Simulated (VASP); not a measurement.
P:

```xyz
1
Lattice="2.6063 0.0000 0.0000 -1.3031 2.2571 0.0000 0.0000 0.0000 2.4683" Properties=species:S:1:pos:R:3 pbc="T T T"
P     0.0000    0.0000    1.2342
```

This isn't the form of P at room conditions, which is orthorhombic.

* Program: VASP 6.6.1
* Task: relaxation of cell and atoms
* Functional: PBE
* Potentials or basis: VASP PAW PBE potentials, release 64 (P)
* Cutoff: 600 eV
* k mesh: 24 × 24 × 22
* Occupations: gaussian, width 0.1 eV
* Spin: no spin polarisation

At the start: pressure 1.3 GPa; volume 14.52 Å³/atom.

Question: Where does the relaxation end?

Answer: Over 6 steps the energy falls by 3.4 meV/atom and the volume is 14.71 Å³/atom (+1.3 %); space group P6/mmm (No. 191, to 0.1 Å) before and after.

Step by step:
| step | energy change (eV) | largest force (eV/Å) | pressure (GPa) | volume (Å³) |
| --- | --- | --- | --- | --- |
| 1 | 0.0000 | 0.0000 | 1.27 | 14.52 |
| 2 | -0.0034 | 0.0000 | -0.40 | 14.76 |
| 3 | -0.0034 | 0.0000 | -0.25 | 14.74 |
| 4 | -0.0034 | 0.0000 | -0.27 | 14.74 |
| 5 | -0.0034 | 0.0000 | 0.02 | 14.70 |
| 6 | -0.0034 | 0.0000 | -0.05 | 14.71 |

Final structure:
```
P
1.0
     2.63430    0.00000    0.00000
    -1.31715    2.28137    0.00000
     0.00000    0.00000    2.44726
P
1
Cartesian
  0.0000 0.0000 1.2236
```
